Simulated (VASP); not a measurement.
Set up this calculation in VASP 6.6.1, as the native input.

* Task: single point
* Functional: PBEsol
* Potentials or basis: VASP PAW PBE potentials, release 64 (W_sv, Se)
* Cutoff: 520 eV
* k mesh: 12 × 12 × 2
* Occupations: gaussian, width 0.02 eV
* Spin: no spin polarisation
* Dipole correction: no
* Further INCAR settings: ALGO = Normal; EDIFF = 1e-07; NBANDS = 20

The structure of WSe2 lies in POSCAR:

```
WSe2
1.0
    3.2702526784      0.0000000000      0.0000000000
   -1.6351263392      2.8321218963      0.0000000000
    0.0000000000      0.0000000000     16.6612169706
W Se
1 2
Direct
    0.0000000000      0.0000000000      0.0000000000
    0.3333333333      0.6666666667      0.1003992721
    0.3333333333      0.6666666667      0.8996007279
```

These files were run (other wordings do the same):

INCAR

```
  ALGO = Normal
  EDIFF = 1E-7
  ENCUT = 520
  GGA = PS
  ISIF = 2
  ISMEAR = 0
  LASPH = True
  LCHARG = True
  LELF = True
  LREAL = False
  LVHAR = True
  LWAVE = False
  NBANDS = 20
  NELM = 80
  PREC = Accurate
  SIGMA = 0.02
```

KPOINTS

```
k-points
0
Gamma
  12 12 2
```

Potentials or basis: VASP PAW PBE potentials, release 64 (W_sv, Se).

Launch:

```console
$ cat potpaw_PBE.64/W_sv/POTCAR potpaw_PBE.64/Se/POTCAR > POTCAR
$ mpirun -np 1 vasp_std > vasp.out
```

Results of the run:

| Item | Value |
| --- | --- |
| Largest force | 0.060 eV/Å |
| Band gap on the k mesh | 1.69 eV |

Caveat: the PAW data sets were made with another functional, which shifts forces and pressure a little; spin-orbit coupling is left out, which moves the levels of the heavy elements.

Wall time 67 s on 1 thread of Intel(R) Xeon(R) 6975P-C (Granite Rapids), on a shared host, peak memory 0.3 GiB.
